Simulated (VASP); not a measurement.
# Hg (Fm-3m) in VASP: notebook, part 2 of 2

VASP 6.6.1. The steps go on from the part before.

**4. Single point, r2SCAN**

This run uses another cell than the first one, of 27.52 Å³/atom, 0.826 times its volume.

POSCAR

```
Hg
1.0
    0.0000000000      2.3964012043      2.3964012043
    2.3964012043      0.0000000000      2.3964012043
    2.3964012043      2.3964012043      0.0000000000
Hg
1
Direct
    0.0000000000      0.0000000000      0.0000000000
```

INCAR.step1

```
SYSTEM = Hg
PREC = Accurate
ENCUT = 520
ISMEAR = 0
SIGMA = 0.1
LREAL = .False.
LASPH = .True.
NELM = 100
NBANDS = 12
GGA = PE
ALGO = Normal
EDIFF = 1E-4
LWAVE = .True.
LCHARG = .False.
```

INCAR.step2

```
SYSTEM = Hg
PREC = Accurate
ENCUT = 520
EDIFF = 1E-6
ISMEAR = 0
SIGMA = 0.1
LREAL = .False.
LASPH = .True.
NELM = 100
ALGO = Normal
ISIF = 2
LWAVE = .False.
LCHARG = .False.
METAGGA = R2SCAN
LMIXTAU = .True.
NBANDS = 12
ISTART = 1
```

KPOINTS

```
regular mesh
0
Gamma
  20 20 20
  0 0 0
```

Potentials or basis: VASP PAW PBE potentials, release 64 (Hg).

Started as:

```bash
$ cat potpaw_PBE.64/Hg/POTCAR > POTCAR
$ cp INCAR.step1 INCAR
$ mpirun -np 1 vasp_std > vasp.out
$ cp INCAR.step2 INCAR
$ mpirun -np 1 vasp_std > vasp.out
```

OUTCAR:

```text
SYSTEM = Hg
   PREC = Accurate
   ENCUT = 520
   EDIFF = 1E-6
   ISMEAR = 0
   LREAL = .False.
   LASPH = .True.
   NELM = 100
   ISIF = 2
   METAGGA = R2SCAN
   ISTART = 1

 ion  position               nearest neighbor table
   1  0.000  0.000  0.000-

  LATTYP: Found a face centered cubic cell.
 ALAT       =     4.7928024086

  Lattice vectors:

 A1 = (   0.0000000000,   2.3964012043,   2.3964012043)
 A2 = (   2.3964012043,   0.0000000000,   2.3964012043)
 A3 = (   2.3964012043,   2.3964012043,   0.0000000000)

Analysis of symmetry for initial positions (statically):
=====================================================================
 Subroutine PRICEL returns:
 Original cell was already a primitive cell.

 Routine SETGRP: Setting up the symmetry group for a
 face centered cubic supercell.

 Subroutine GETGRP returns: Found 48 space group operations
 (whereof 48 operations were pure point group operations)
 out of a pool of 48 trial point group operations.

The static configuration has the point symmetry O_h .

Analysis of symmetry for dynamics (positions and initial velocities):
=====================================================================
 Subroutine PRICEL returns:
 Original cell was already a primitive cell.

 Routine SETGRP: Setting up the symmetry group for a
 face centered cubic supercell.

 Subroutine GETGRP returns: Found 48 space group operations
 (whereof 48 operations were pure point group operations)
 out of a pool of 48 trial point group operations.

The dynamic configuration has the point symmetry O_h .

 Subroutine INISYM returns: Found 48 space group operations
 (whereof 48 operations are pure point group operations),
 and found     1 'primitive' translations

----------------------------------------------------------------------------------------

                                     Primitive cell

  volume of cell :      27.5238

  direct lattice vectors                    reciprocal lattice vectors
     0.000000000  2.396401204  2.396401204    -0.208646198  0.208646198  0.208646198
     2.396401204  0.000000000  2.396401204     0.208646198 -0.208646198  0.208646198
[... 114 lines left out ...]
 non-spin polarized calculation
 Gauss-broadening in eV      SIGMA  =   0.10
  energy-cutoff  :      520.00
  volume of cell :       27.52
 maximum number of plane-waves:       755
 NGX is ok and might be reduce to    28
   NGX = 13   NGY = 13   NGZ = 13

 number of electron      12.0000000 magnetization

 Free energy of the ion-electron system (eV)
  ---------------------------------------------------
  ext. energy  EPLUGINS =         0.00000000
  ---------------------------------------------------
  free energy    TOTEN  =       -49.34477355 eV

  energy without entropy =      -49.34351045  energy(sigma->0) =      -49.34414200

 E-fermi :   1.2422     XC(G=0): -10.5442

 val. band max:        1.2265913013   @ k =  -0.3500   0.4500   0.1000
 cond. band min:       1.2701611768   @ k =  -0.2500   0.5000   0.2500
 fundamental gap:      0.0435698755
 Fermi energy:         1.2421851700

 k-point     1 :       0.0000    0.0000    0.0000
  band No.  band energies     occupation
      1      -6.5390      2.00000
      2      -5.4138      2.00000
      3      -5.4138      2.00000
      4      -5.4138      2.00000
      5      -4.9478      2.00000
      6      -4.9478      2.00000
      7      15.3377      0.00000
      8      15.3377      0.00000
      9      15.3377      0.00000
     10      15.4921      0.00000
     11      19.4371      0.00000
     12      20.4307      0.00000
[... 331 lines left out ...]
 k-point    24 :      -0.3500    0.0500    0.0000
  band No.  band energies     occupation
      1      -5.9628      2.00000
      2      -5.3735      2.00000
      3      -5.3576      2.00000
      4      -4.7046      2.00000
      5      -4.6638      2.00000
      6      -2.8237      2.00000
      7       3.9349      0.00000
      8      12.5479      0.00000
      9      13.8459      0.00000
     10      14.9905      0.00000
     11      18.2444      0.00000
     12      18.7100      0.00000

 [... further k-points ...]

------------------------ aborting loop because EDIFF is reached ----------------------------------------

  FORCE on cell =-STRESS in cart. coord.  units (eV):
  Direction    XX          YY          ZZ          XY          YZ          ZX
  --------------------------------------------------------------------------------------
  -------------------------------------------------------------------------------------
  Total        0.0338421      0.0338421      0.0338421      0.0000000      0.0000000      0.0000000
  in kB        1.9699680      1.9699680      1.9699680      0.0000000      0.0000000      0.0000000
  external PRESSURE =       1.9699680 kB  Pullay stress =       0.0000000 kB

 VOLUME and BASIS-vectors are now :
 -----------------------------------------------------------------------------
  energy-cutoff  :      520.00
  volume of cell :       27.52
      direct lattice vectors                 reciprocal lattice vectors
     0.000000000  2.396401204  2.396401204    -0.208646198  0.208646198  0.208646198
     2.396401204  0.000000000  2.396401204     0.208646198 -0.208646198  0.208646198
     2.396401204  2.396401204  0.000000000     0.208646198  0.208646198 -0.208646198

 POSITION                                       TOTAL-FORCE (eV/Angst)
 -----------------------------------------------------------------------------------
      0.00000      0.00000      0.00000         0.000000      0.000000      0.000000
 -----------------------------------------------------------------------------------
    total drift:                               -0.000000     -0.000000     -0.000000

  FREE ENERGIE OF THE ION-ELECTRON SYSTEM (eV)
  ---------------------------------------------------
  free  energy   TOTEN  =       -49.3447735535 eV

  energy  without entropy=      -49.3435104489  energy(sigma->0) =      -49.34414200
```

It took 6.8 min on 1 thread of AMD EPYC 7R43 (Zen 3), shared host; peak memory 0.19 GiB.

Results:

```
Free energy            : -49.3448 eV
Pressure               : 0.2 GPa
Band gap on the k mesh : zero (band 6 reaches 1.33 eV, above the bottom of band 7 at 0.69 eV)
```

Levels at points of the mesh, in eV from the Fermi level:
```
           k point  band 4  band 5  band 6  band 7  band 8  band 9
(0.00, 0.00, 0.00)   -6.66   -6.19   -6.19   14.10   14.10   14.10
(0.50, 0.00, 0.00)   -5.79   -5.79   -1.73   -0.55   11.90   11.90
(0.50, 0.50, 0.00)   -5.68   -5.68    0.09    0.69    7.13    7.13
```

Caveat: the PAW data sets were made with another functional, which shifts forces and pressure a little; spin-orbit coupling is left out, which moves the levels of the heavy elements.

**5. Relaxation of cell and atoms, r2SCAN**

POSCAR

```
Hg
1.0
    0.0000000000      2.5545041317      2.5545041317
    2.5545041317      0.0000000000      2.5545041317
    2.5545041317      2.5545041317      0.0000000000
Hg
1
Direct
    0.0000000000      0.0000000000      0.0000000000
```

INCAR.step1

```
ALGO = Normal
EDIFF = 1E-4
ENCUT = 600
GGA = PE
ISMEAR = 0
LASPH = T
LCHARG = F
LREAL = F
LWAVE = T
NELM = 60
PREC = Accurate
SIGMA = 0.02
```

INCAR.step2

```
ALGO = Normal
EDIFF = 1E-6
EDIFFG = -0.01
ENCUT = 600
IBRION = 2
ISIF = 3
ISMEAR = 0
ISTART = 1
LASPH = T
LCHARG = F
LMIXTAU = T
LREAL = F
LWAVE = F
METAGGA = R2SCAN
NELM = 60
NSW = 100
PREC = Accurate
SIGMA = 0.02
```

KPOINTS

```
k-points
0
Gamma
  10 10 10
```

Potentials or basis: VASP PAW PBE potentials, release 64 (Hg).

Started as:

```bash
$ cat potpaw_PBE.64/Hg/POTCAR > POTCAR
$ cp INCAR.step1 INCAR
$ mpirun -np 1 vasp_std > vasp.out
$ cp INCAR.step2 INCAR
$ mpirun -np 1 vasp_std > vasp.out
```

OUTCAR:

```text
EDIFF = 1E-6
   EDIFFG = -0.01
   ENCUT = 600
   IBRION = 2
   ISIF = 3
   ISMEAR = 0
   ISTART = 1
   LASPH = T
   LREAL = F
   METAGGA = R2SCAN
   NELM = 60
   NSW = 100
   PREC = Accurate

 ion  position               nearest neighbor table
   1  0.000  0.000  0.000-

  LATTYP: Found a face centered cubic cell.
 ALAT       =     5.1090082634

  Lattice vectors:

 A1 = (   0.0000000000,   2.5545041317,   2.5545041317)
 A2 = (   2.5545041317,   0.0000000000,   2.5545041317)
 A3 = (   2.5545041317,   2.5545041317,   0.0000000000)

Analysis of symmetry for initial positions (statically):
=====================================================================
 Subroutine PRICEL returns:
 Original cell was already a primitive cell.

 Routine SETGRP: Setting up the symmetry group for a
 face centered cubic supercell.

 Subroutine GETGRP returns: Found 48 space group operations
 (whereof 48 operations were pure point group operations)
 out of a pool of 48 trial point group operations.

The static configuration has the point symmetry O_h .

Analysis of symmetry for dynamics (positions and initial velocities):
=====================================================================
 Subroutine PRICEL returns:
 Original cell was already a primitive cell.

 Routine SETGRP: Setting up the symmetry group for a
 face centered cubic supercell.

 Subroutine GETGRP returns: Found 48 space group operations
 (whereof 48 operations were pure point group operations)
 out of a pool of 48 trial point group operations.

The dynamic configuration has the point symmetry O_h .

 Subroutine INISYM returns: Found 48 space group operations
 (whereof 48 operations are pure point group operations),
 and found     1 'primitive' translations

----------------------------------------------------------------------------------------

[... 80 lines left out ...]
 SYSTEM =  unknown system
   PREC   = accura    normal or accurate (medium, high low for compatibility)
   ISTART =      1    job   : 0-new  1-cont  2-samecut
   ICHARG =      0    charge: 1-file 2-atom 10-const
   ISPIN  =      1    spin polarized calculation?
   LNONCOLLINEAR =      F non collinear calculations
   LSORBIT =      F    spin-orbit coupling
   LASPH  =      T    aspherical Exc in radial PAW
   ENCUT  =  600.0 eV  44.10 Ry    6.64 a.u.   7.22  7.22  7.22*2*pi/ulx,y,z
   NELM   =     60;   NELMIN=  2; NELMDL=  0     # of ELM steps
   EDIFF  = 0.1E-05   stopping-criterion for ELM
   LREAL  =      F    real-space projection
   EDIFFG = -.1E-01   stopping-criterion for IOM
   NSW    =    100    number of steps for IOM
   IBRION =      2    ionic relax: 0-MD 1-quasi-New 2-CG
   NFREE  =      1    steps in history (QN), initial steepest desc. (CG)
   ISIF   =      3    stress and relaxation
   ISYM   =      2    0-nonsym 1-usesym 2-fastsym
   POTIM  = 0.5000    time-step for ionic-motion
   TEBEG  =    0.0;   TEEND  =   0.0 temperature during run
   PSTRESS=    0.0 pullay stress
   NELECT =      12.0000    total number of electrons
   NUPDOWN=      -1.0000    fix difference up-down
   EMIN   =  10.00;   EMAX   =-10.00  energy-range for DOS
   EFERMI =   0.00;   METHOD = LEGACY
   ISMEAR =     0;   SIGMA  =   0.02  broadening in eV -4-tet -1-fermi 0-gaus
   EFERMI_NEDOS =   21; number of points for ismear=-14 and -15
   IALGO  =     38    algorithm
   IMIX   =      4    mixing-type and parameters
     AMIX     =   0.40;   BMIX     =  1.00
     AMIX_MAG =   1.60;   BMIX_MAG =  1.00
  volume/ion in A,a.u.               =      33.34       224.98
  Fermi-wavevector in a.u.,A,eV,Ry     =   1.164533  2.200649 18.451380  1.356138
  Thomas-Fermi vector in A             =   2.301070
   LORBIT       =      0    0 simple, 1 ext, 2 COOP (PROOUT), +10 PAW based schemes
   METAGGA = R2SCAN    functional components
   LHFCALC =     F    Hartree Fock is set to
   AEXX    =    0.0000 exact exchange contribution
   IVDW    =     0    specifies the selected vdW correction
   LEPSILON=     F    determine dielectric tensor
   LRPA    =     F    only Hartree local field effects (RPA)
 conjugate gradient relaxation of ions
 non-spin polarized calculation
 Gauss-broadening in eV      SIGMA  =   0.02
  energy-cutoff  :      600.00
  volume of cell :       33.34
 maximum number of plane-waves:      1139
 NGX is ok and might be reduce to    30
   NGX = 15   NGY = 15   NGZ = 15

--------------------------------------- Ionic step        1  -------------------------------------------

 number of electron      11.9999999 magnetization

 Free energy of the ion-electron system (eV)
  ---------------------------------------------------
  ext. energy  EPLUGINS =         0.00000000
  ---------------------------------------------------
  free energy    TOTEN  =       -49.32402164 eV

  energy without entropy =      -49.32402164  energy(sigma->0) =      -49.32402164

 E-fermi :  -0.3319     XC(G=0):  -9.4895

 val. band max:       -0.4324677506   @ k =  -0.3000   0.5000   0.2000
 cond. band min:       0.2023978159   @ k =   0.5000   0.0000   0.0000
 fundamental gap:      0.6348655665
 Fermi energy:        -0.3318682588
[... 807 lines left out ...]
--------------------------------------- Ionic step        6  -------------------------------------------

 number of electron      12.0000000 magnetization

 Free energy of the ion-electron system (eV)
  ---------------------------------------------------
  ext. energy  EPLUGINS =         0.00000000
  ---------------------------------------------------
  free energy    TOTEN  =       -49.34505870 eV

  energy without entropy =      -49.34492835  energy(sigma->0) =      -49.34499352

 E-fermi :   0.8611     XC(G=0): -10.2719

 val. band max:        0.8487083725   @ k =  -0.4000   0.5000   0.1000
 cond. band min:       0.8630180985   @ k =   0.5000   0.5000   0.0000
 fundamental gap:      0.0143097261
 Fermi energy:         0.8611108231
[... 340 lines left out ...]
  FREE ENERGIE OF THE ION-ELECTRON SYSTEM (eV)
  ---------------------------------------------------
  free  energy   TOTEN  =       -49.3450586957 eV

  energy  without entropy=      -49.3449283495  energy(sigma->0) =      -49.34499352

 reached required accuracy - stopping structural energy minimisation
```

It took 8 min on 1 thread of AMD EPYC 7R43 (Zen 3), shared host; peak memory 0.16 GiB.

What came out:

```
Free energy                            : -49.3451 eV
Relaxed volume                         : 28.85 Å³/atom
Relaxed cell                           : a = 3.442 Å, b = 3.442 Å, c = 3.442 Å, α = 60.00°, β = 60.00°, γ = 60.00°
Space group after relaxing (to 0.05 Å) : Fm-3m (No. 225)
Energy gained by relaxing              : 21.0 meV/atom
Ionic steps                            : 6
Pressure after relaxing                : 0.0 GPa
Band gap on the k mesh                 : zero (band 6 reaches 0.86 eV, above the bottom of band 7 at 0.56 eV)
```

The path:
```tsv
step	energy change (eV)	largest force (eV/Å)	pressure (GPa)	volume (Å³)
1	0.0000	0.0000	-1.31	33.34
2	-0.0095	0.0000	-1.02	32.04
3	-0.0195	0.0000	-0.51	29.77
4	-0.0082	0.0000	1.06	25.55
5	-0.0204	0.0000	0.39	28.20
6	-0.0210	0.0000	-0.02	28.85
```

Final structure:
```xyz
1
Lattice="0.0000 2.4342 2.4342 2.4342 0.0000 2.4342 2.4342 2.4342 0.0000" Properties=species:S:1:pos:R:3 pbc="T T T"
Hg    0.0000    0.0000    0.0000
```

Caveat: the PAW data sets were made with another functional, which shifts forces and pressure a little; spin-orbit coupling is left out, which moves the levels of the heavy elements.

**6. Summary**

```tsv
task	cell	k mesh	cutoff (eV)	smearing	gap on the mesh (eV)	pressure (GPa)
single point	a = 3.428 Å, angles 60.0°, 1 atom	10 × 10 × 10	520	gaussian 0.02 eV	none	0.1
single point	a = 3.389 Å, angles 60.0°, 1 atom	20 × 20 × 20	520	gaussian 0.1 eV	none	0.2
relaxation of cell and atoms	relaxed from a = 3.613 Å, angles 60.0°, 1 atom	10 × 10 × 10	600	gaussian 0.02 eV	none	0.0
```

Alike in all rows: level r2SCAN; potentials or basis VASP PAW PBE potentials, release 64 (Hg); no spin polarisation.

Caveats: the PAW data sets were made with another functional, which shifts forces and pressure a little; spin-orbit coupling is left out, which moves the levels of the heavy elements.

Total energies depend on the potentials used, so only differences within one code and one set of settings carry meaning.
